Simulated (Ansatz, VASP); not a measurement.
K: VASP beside Ansatz

```
CELL_PARAMETERS angstrom
-2.58262 2.58262 2.58262
2.58262 -2.58262 2.58262
2.58262 2.58262 -2.58262
ATOMIC_POSITIONS crystal
K 0.00000 0.00000 0.00000
```

Change from the starting cell: volume scaled by 0.96.

Alike in both runs: task single point; functional PBEsol; k mesh 10 × 10 × 10; occupations fermi-dirac, width 0.08 eV; no spin polarisation.

|  | VASP | Ansatz |
| --- | --- | --- |
| version | VASP 6.6.1 | Ansatz 0.2.0 |
| potentials or method | VASP PAW PBE potentials, release 64 (K_sv), cutoff 520 eV | all-electron LAPW, scalar-relativistic |

```tsv
	VASP	Ansatz	Ansatz less VASP
pressure (GPa)	0.1	0.1	+0.01
```

VASP's potentials were made for PBE, not for PBEsol. Ansatz ran all-electron here, and VASP with PAW potentials.
